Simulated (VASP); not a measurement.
Input of a VASP 6.6.1 run:

File INCAR:

```
SYSTEM = AlGa5As6
PREC = Accurate ; ENCUT = 500
EDIFF = 1E-6 ; ISMEAR = 0
SIGMA = 0.02 ; LREAL = .FALSE.
LASPH = .TRUE. ; NELM = 120
ALGO = Normal ; ISIF = 2
LWAVE = .FALSE. ; LCHARG = .TRUE.
GGA = PE ; LELF = .TRUE.
LVHAR = .TRUE. ; NBANDS = 61
GGA_COMPAT = .FALSE.
```

File KPOINTS:

```
regular mesh
0
G
  6 6 6
  0 0 0
```

The input POSCAR:

```
AlGa5As6
1.0
    7.0107869234      0.0000000000      0.0000000000
   -3.5053934617      6.0715195762      0.0000000000
    0.0000000000      0.0000000000      6.6713361821
Al Ga As
1 5 6
Direct
    0.0000000000      0.0000000000      0.0005563231
    0.6666666667      0.3333333333      0.0008042186
    0.3333333333      0.6666666667      0.0008042186
    0.3332285585      0.0000000000      0.5012663895
    0.0000000000      0.3332285585      0.5012663895
    0.6667714415      0.6667714415      0.5012663895
    0.0000000000      0.0000000000      0.3737306144
    0.6666666667      0.3333333333      0.3751683066
    0.3333333333      0.6666666667      0.3751683066
    0.3326681713      0.0000000000      0.8753229678
    0.0000000000      0.3326681713      0.8753229678
    0.6673318287      0.6673318287      0.8753229678
```

Potentials or basis: VASP PAW PBE potentials, release 64 (Al, Ga_d, As).

The run is started by

```bash
$ cat potpaw_PBE.64/Al/POTCAR potpaw_PBE.64/Ga_d/POTCAR potpaw_PBE.64/As/POTCAR > POTCAR
$ mpirun -np 1 vasp_std > vasp.out
```

(1) Estimate the pressure.

(2) Estimate the band gap on the k mesh.

(3) Predict the largest force.

## Answers

(1) 0.2 GPa.

(2) 0.40 eV.

(3) 0.007 eV/Å.

Caveat: semilocal functionals underestimate gaps, and a narrow one can read as zero.
